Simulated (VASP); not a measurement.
Crystal: CsSnI3.

```
Cs Sn I
1.0
     6.29809    0.00000    0.00000
     0.00000    6.29809    0.00000
     0.00000    0.00000    6.29809
Cs Sn I
1 1 3
Direct
  0.00000 0.00000 0.00000
  0.50000 0.50000 0.50000
  0.50000 0.50000 0.00000
  0.50000 0.00000 0.50000
  0.00000 0.50000 0.50000
```

```yaml
Program: VASP 6.6.1
Task: relaxation of cell and atoms
Functional: PBEsol
Potentials_or_basis: VASP PAW PBE potentials, release 64 (Cs_sv, Sn_d, I)
Cutoff: 600 eV
k_mesh: 4 × 4 × 4
Occupations: fermi-dirac, width 0.02 eV
Spin: no spin polarisation
```

At the start: pressure -1.1 GPa; volume 49.96 Å³/atom.

Question: Where does the relaxation end?

Answer: Over 3 steps the energy falls by 11.1 meV/atom and the volume is 46.73 Å³/atom (-6.5 %); space group Pm-3m (No. 221, to 0.1 Å) before and after.

Step by step:
```csv
step,energy change (eV),largest force (eV/Å),pressure (GPa),volume (Å³)
1,0.0000,0.0000,-1.05,249.82
2,-0.0510,0.0000,-0.33,238.16
3,-0.0557,0.0000,-0.01,233.66
```

Final structure:
```
Cs Sn I
1.0
     6.15926    0.00000    0.00000
     0.00000    6.15926    0.00000
     0.00000    0.00000    6.15926
Cs Sn I
1 1 3
Direct
  0.00000 0.00000 0.00000
  0.50000 0.50000 0.50000
  0.50000 0.50000 0.00000
  0.50000 0.00000 0.50000
  0.00000 0.50000 0.50000
```

Caveat: the PAW data sets were made with another functional, which shifts forces and pressure a little.
